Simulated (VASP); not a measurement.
Input of a VASP 6.6.1 run:

The input INCAR:

```
ALGO = Normal ; EDIFF = 1E-6
ENCUT = 520 ; GGA = PE
ISIF = 2 ; ISMEAR = 0
ISPIN = 2 ; LASPH = True
LCHARG = False ; LMAXMIX = 4
LORBIT = 11 ; LREAL = False
LWAVE = False ; MAGMOM = 1 1 1 0 0 0 0 0 0 0 0 1
NBANDS = 66 ; NELM = 150
PREC = Accurate ; SIGMA = 0.1
```

File KPOINTS:

```
k-points
0
Gamma
  3 3 2
```

POSCAR

```
Nb3Te8Mo
1.0
    7.2657959000      0.0000000000      0.0000000000
   -3.6328980000      6.2923639000      0.0000000000
    0.0000000000      0.0000000000      7.7568849000
Nb Te Mo
3 8 1
Direct
    0.0000000000      0.5000000000      0.0000000000
    0.5000000000      0.5000000000      0.0000000000
    0.5000000000      0.0000000000      0.0000000000
    0.3333333000      0.6666667000      0.7577830000
    0.3292810000      0.1646405000      0.7626670000
    0.8353595000      0.6707190000      0.7626670000
    0.8353595000      0.1646405000      0.7626670000
    0.1646405000      0.8353595000      0.2373330000
    0.1646405000      0.3292810000      0.2373330000
    0.6707190000      0.8353595000      0.2373330000
    0.6666667000      0.3333333000      0.2422170000
    0.0000000000      0.0000000000      0.0000000000
```

Potentials or basis: VASP PAW PBE potentials, release 64 (Nb_sv, Te, Mo_sv).

Run with:

```console
$ cat potpaw_PBE.64/Nb_sv/POTCAR potpaw_PBE.64/Te/POTCAR potpaw_PBE.64/Mo_sv/POTCAR > POTCAR
$ mpirun -np 1 vasp_std > vasp.out
```

**Question.** What does it give for the site moments?

**Answer.** Nb +0.09; Te +0.00, +0.01 (each value once); Mo +0.58 μB.

**Question.** What does it give for the net moment?

**Answer.** 1.15 μB per cell.

**Question.** Estimate the pressure.

**Answer.** 0.0 GPa.

**Question.** Predict the largest force.

**Answer.** 0.050 eV/Å.

Forces in eV/Å, atoms in the order of the input:
```
Nb   0.000  0.000  0.000
Nb   0.000  0.000  0.000
Nb   0.000  0.000  0.000
Te   0.000  0.000 -0.002
Te   0.005  0.003 -0.049
Te   0.000 -0.006 -0.049
Te  -0.005  0.003 -0.049
Te   0.005 -0.003  0.049
Te   0.000  0.006  0.049
Te  -0.005 -0.003  0.049
Te   0.000  0.000  0.002
Mo   0.000  0.000  0.000
```

Caveat: the k points lie up to 0.41 Å⁻¹ apart; this functional lacks dispersion, which binds the layers, so the pressure and a relaxed spacing across them are unreliable.
